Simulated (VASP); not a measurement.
# NbTe (P-6m2) in VASP: notebook

Runs on NbTe. Level: PBEsol. Tasks: single point.

Program: VASP 6.6.1. These are calculated values, not measurements. Logs are shortened: lines on timing, memory, paths and dates and some standing lists are left out, and cuts for length are marked.

## (1) The cell of the first run

The structure is hexagonal, space group P-6m2 (No. 187). The conventional cell has a = 3.703 Å, b = 3.703 Å, c = 3.694 Å, α = 90.00°, β = 90.00°, γ = 120.00°. Within 3.7 Å of Nb (site symmetry -6m2) lie 6 Te at 2.83 Å and 2 Nb at 3.69 Å. Within 3.7 Å of Te (site symmetry -6m2) lie 6 Nb at 2.83 Å and 2 Te at 3.69 Å.

## (2) Single point, PBEsol

INCAR reads:

```
SYSTEM = NbTe
PREC = Accurate ; ENCUT = 500
EDIFF = 1E-6 ; ISMEAR = -1
SIGMA = 0.1 ; LREAL = .False.
LASPH = .True. ; NELM = 120
ALGO = Normal ; ISIF = 2
LWAVE = .False. ; LCHARG = .True.
GGA = PS ; LELF = .True.
LVHAR = .True. ; NBANDS = 16
GGA_COMPAT = .False.
```

KPOINTS reads:

```
regular mesh
0
Gamma
  7 7 6
  0 0 0
```

POSCAR reads:

```
NbTe
1.0
    3.7029740000      0.0000000000      0.0000000000
   -1.8514870000      3.2068700000      0.0000000000
    0.0000000000      0.0000000000      3.6942110000
Nb Te
1 1
Direct
    0.0000000000      0.0000000000      0.5000000000
    0.6666666667      0.3333333333      0.0000000000
```

Potentials or basis: VASP PAW PBE potentials, release 64 (Nb_sv, Te).

Command:

```console
> cat potpaw_PBE.64/Nb_sv/POTCAR potpaw_PBE.64/Te/POTCAR > POTCAR
> mpirun -np 1 vasp_std > vasp.out
```

OUTCAR:

```text
SYSTEM = NbTe
   PREC = Accurate
   ENCUT = 500
   EDIFF = 1E-6
   ISMEAR = -1
   LREAL = .False.
   LASPH = .True.
   NELM = 120
   ISIF = 2
   GGA = PS

 ion  position               nearest neighbor table
   1  0.000  0.000  0.500-   2 2.83   2 2.83   2 2.83   2 2.83   2 2.83   2 2.83
   2  0.667  0.333  0.000-   1 2.83   1 2.83   1 2.83   1 2.83   1 2.83   1 2.83

  LATTYP: Found a hexagonal cell.
 ALAT       =     3.7029740000
 C/A-ratio  =     0.9976335238

  Lattice vectors:

 A1 = (   3.7029740000,   0.0000000000,   0.0000000000)
 A2 = (  -1.8514870000,   3.2068700000,   0.0000000000)
 A3 = (   0.0000000000,   0.0000000000,   3.6942110000)

Analysis of symmetry for initial positions (statically):
=====================================================================
 Subroutine PRICEL returns:
 Original cell was already a primitive cell.

 Routine SETGRP: Setting up the symmetry group for a
 hexagonal supercell.

 Subroutine GETGRP returns: Found 12 space group operations
 (whereof 12 operations were pure point group operations)
 out of a pool of 24 trial point group operations.

The static configuration has the point symmetry D_3h.

Analysis of symmetry for dynamics (positions and initial velocities):
=====================================================================
 Subroutine PRICEL returns:
 Original cell was already a primitive cell.

 Routine SETGRP: Setting up the symmetry group for a
 hexagonal supercell.

 Subroutine GETGRP returns: Found 12 space group operations
 (whereof 12 operations were pure point group operations)
 out of a pool of 24 trial point group operations.

The dynamic configuration has the point symmetry D_3h.

 Subroutine INISYM returns: Found 12 space group operations
 (whereof 12 operations are pure point group operations),
 and found     1 'primitive' translations

----------------------------------------------------------------------------------------

                                     Primitive cell

  volume of cell :      43.8686

  direct lattice vectors                    reciprocal lattice vectors
     3.702974000  0.000000000  0.000000000     0.270053206  0.155915269  0.000000000
    -1.851487000  3.206870000  0.000000000     0.000000000  0.311830539  0.000000000
     0.000000000  0.000000000  3.694211000     0.000000000  0.000000000  0.270693796
[... 75 lines left out ...]
   PREC   = accura    normal or accurate (medium, high low for compatibility)
   ISTART =      0    job   : 0-new  1-cont  2-samecut
   ICHARG =      2    charge: 1-file 2-atom 10-const
   ISPIN  =      1    spin polarized calculation?
   LNONCOLLINEAR =      F non collinear calculations
   LSORBIT =      F    spin-orbit coupling
   LASPH  =      T    aspherical Exc in radial PAW
   ENCUT  =  500.0 eV  36.75 Ry    6.06 a.u.   6.75  6.75  6.74*2*pi/ulx,y,z
   NELM   =    120;   NELMIN=  2; NELMDL= -5     # of ELM steps
   EDIFF  = 0.1E-05   stopping-criterion for ELM
   LREAL  =      F    real-space projection
   EDIFFG = 0.1E-04   stopping-criterion for IOM
   NSW    =      0    number of steps for IOM
   IBRION =     -1    ionic relax: 0-MD 1-quasi-New 2-CG
   NFREE  =      0    steps in history (QN), initial steepest desc. (CG)
   ISIF   =      2    stress and relaxation
   ISYM   =      2    0-nonsym 1-usesym 2-fastsym
   POTIM  = 0.5000    time-step for ionic-motion
   TEBEG  =    0.0;   TEEND  =   0.0 temperature during run
   PSTRESS=    0.0 pullay stress
   NELECT =      19.0000    total number of electrons
   NUPDOWN=      -1.0000    fix difference up-down
   EMIN   =  10.00;   EMAX   =-10.00  energy-range for DOS
   EFERMI =   0.00;   METHOD = LEGACY
   ISMEAR =    -1;   SIGMA  =   0.10  broadening in eV -4-tet -1-fermi 0-gaus
   EFERMI_NEDOS =   21; number of points for ismear=-14 and -15
   IALGO  =     38    algorithm
   IMIX   =      4    mixing-type and parameters
     AMIX     =   0.40;   BMIX     =  1.00
     AMIX_MAG =   1.60;   BMIX_MAG =  1.00
  volume/ion in A,a.u.               =      21.93       148.02
  Fermi-wavevector in a.u.,A,eV,Ry     =   1.238630  2.340671 20.874103  1.534203
  Thomas-Fermi vector in A             =   2.373147
   LORBIT       =      0    0 simple, 1 ext, 2 COOP (PROOUT), +10 PAW based schemes
   GGA     = PS    functional components
   LHFCALC =     F    Hartree Fock is set to
   AEXX    =    0.0000 exact exchange contribution
   IVDW    =     0    specifies the selected vdW correction
   LEPSILON=     F    determine dielectric tensor
   LRPA    =     F    only Hartree local field effects (RPA)
 non-spin polarized calculation
  energy-cutoff  :      500.00
  volume of cell :       43.87
 maximum number of plane-waves:      1141
 NGX is ok and might be reduce to    28
   NGX = 13   NGY = 13   NGZ = 13

 number of electron      18.9999998 magnetization

 Free energy of the ion-electron system (eV)
  ---------------------------------------------------
  ext. energy  EPLUGINS =         0.00000000
  ---------------------------------------------------
  free energy    TOTEN  =       -14.88421171 eV

  energy without entropy =      -14.83467142  energy(sigma->0) =      -14.85944156

 E-fermi :  10.8703     XC(G=0): -11.3924

 val. band max:       10.8593165190   @ k =   0.2857   0.0000   0.3333
 cond. band min:      10.9595744199   @ k =   0.1429   0.0000   0.0000
 fundamental gap:      0.1002579009
 Fermi energy:        10.8702935735

 k-point     1 :       0.0000    0.0000    0.0000
  band No.  band energies     occupation
      1     -44.6049      2.00000
      2     -20.8264      2.00000
      3     -20.6268      2.00000
      4     -20.6268      2.00000
      5      -3.3707      2.00000
      6       7.7416      2.00000
[... 433 lines left out ...]
      3     -20.7220      2.00000
      4     -20.6845      2.00000
      5      -1.3243      2.00000
      6       4.8339      2.00000
[... 8 lines left out ...]
     15      16.2528      0.00000
     16      18.9352      0.00000

 [... further k-points ...]
[... 5 lines left out ...]
  --------------------------------------------------------------------------------------
  -------------------------------------------------------------------------------------
  Total       -1.3829827     -1.3829831     -1.5074361      0.0000000     -0.0000000      0.0000000
  in kB      -50.5095650    -50.5095791    -55.0548747      0.0000000     -0.0000000      0.0000000
  external PRESSURE =     -52.0246729 kB  Pullay stress =       0.0000000 kB

 VOLUME and BASIS-vectors are now :
 -----------------------------------------------------------------------------
  energy-cutoff  :      500.00
  volume of cell :       43.87
      direct lattice vectors                 reciprocal lattice vectors
     3.702974000  0.000000000  0.000000000     0.270053206  0.155915269  0.000000000
    -1.851487000  3.206870000  0.000000000     0.000000000  0.311830539  0.000000000
     0.000000000  0.000000000  3.694211000     0.000000000  0.000000000  0.270693796

 POSITION                                       TOTAL-FORCE (eV/Angst)
 -----------------------------------------------------------------------------------
      0.00000      0.00000      1.84711        -0.000000      0.000000      0.000000
      1.85149      1.06896      0.00000         0.000000      0.000000      0.000000
 -----------------------------------------------------------------------------------
    total drift:                               -0.000000     -0.000007      0.000000

  FREE ENERGIE OF THE ION-ELECTRON SYSTEM (eV)
  ---------------------------------------------------
  free  energy   TOTEN  =       -14.8842117050 eV

  energy  without entropy=      -14.8346714200  energy(sigma->0) =      -14.85944156
```

OSZICAR:

```text
N       E                     dE             d eps       ncg     rms          rms(c)
DAV:   1     0.145699281492E+03    0.14570E+03   -0.93228E+03  1024   0.105E+03
DAV:   2    -0.564711593674E+01   -0.15135E+03   -0.14756E+03  1304   0.354E+02
DAV:   3    -0.151900864909E+02   -0.95430E+01   -0.94436E+01  1912   0.686E+01
DAV:   4    -0.153782013393E+02   -0.18811E+00   -0.18791E+00  1232   0.923E+00
DAV:   5    -0.153847248657E+02   -0.65235E-02   -0.65228E-02  1704   0.170E+00    0.710E+00
DAV:   6    -0.149212169046E+02    0.46351E+00   -0.15058E+00  1584   0.102E+01    0.297E+00
DAV:   7    -0.148936576593E+02    0.27559E-01   -0.74921E-02  1240   0.196E+00    0.159E+00
DAV:   8    -0.148843066530E+02    0.93510E-02   -0.21735E-02  1504   0.924E-01    0.198E-01
DAV:   9    -0.148842141005E+02    0.92552E-04   -0.17777E-03  1296   0.326E-01    0.124E-01
DAV:  10    -0.148842142607E+02   -0.16025E-06   -0.27368E-04  1568   0.168E-01    0.242E-02
DAV:  11    -0.148842119339E+02    0.23268E-05   -0.20411E-05  1536   0.439E-02    0.144E-02
DAV:  12    -0.148842117050E+02    0.22882E-06   -0.82318E-07   880   0.917E-03
   1 F= -.14884212E+02 E0= -.14859442E+02  d E =-.495403E-01
```

stdout:

```text
POSCAR found type information on POSCAR NbTe
 POSCAR found :  2 types and       2 ions
 scaLAPACK will be used
 -----------------------------------------------------------------------------
|                                                                             |
|                                                                             |
|     You enforced a specific xc type in the INCAR file but a different       |
|     I HOPE YOU KNOW WHAT YOU ARE DOING!                                     |
|                                                                             |
 -----------------------------------------------------------------------------

 LDA part: xc-table for (Slater+PW92), standard interpolation
 POSCAR, INCAR and KPOINTS ok, starting setup
 FFT: planning ... GRIDC
 FFT: planning ... GRID_SOFT
 FFT: planning ... GRID
 WAVECAR not read
 entering main loop
```

Wall time 12 s (1 thread of Intel Xeon Platinum 8488C (Sapphire Rapids), shared host); peak memory 0.17 GiB.

What came out:

| Property | Result |
| --- | --- |
| Free energy | -14.8842 eV |
| Pressure | -5.2 GPa |

Stress tensor (GPa, compression positive):
```
-5.05  0.00  0.00
 0.00 -5.05  0.00
 0.00  0.00 -5.51
```

Levels at points of the mesh, in eV from the Fermi level:
| k point | band 8 | band 9 | band 10 | band 11 | band 12 | band 13 |
| --- | --- | --- | --- | --- | --- | --- |
| (0.00, 0.00, 0.00) | -3.00 | -2.32 | 0.15 | 0.15 | 2.47 | 2.47 |
| (0.00, 0.00, 0.50) | -2.59 | -0.95 | -0.95 | 0.68 | 1.67 | 1.67 |

Caveat: the PAW data sets were made with another functional, which shifts forces and pressure a little; spin-orbit coupling is left out, which moves the levels of the heavy elements.

(Continued in part 2 of 2.)
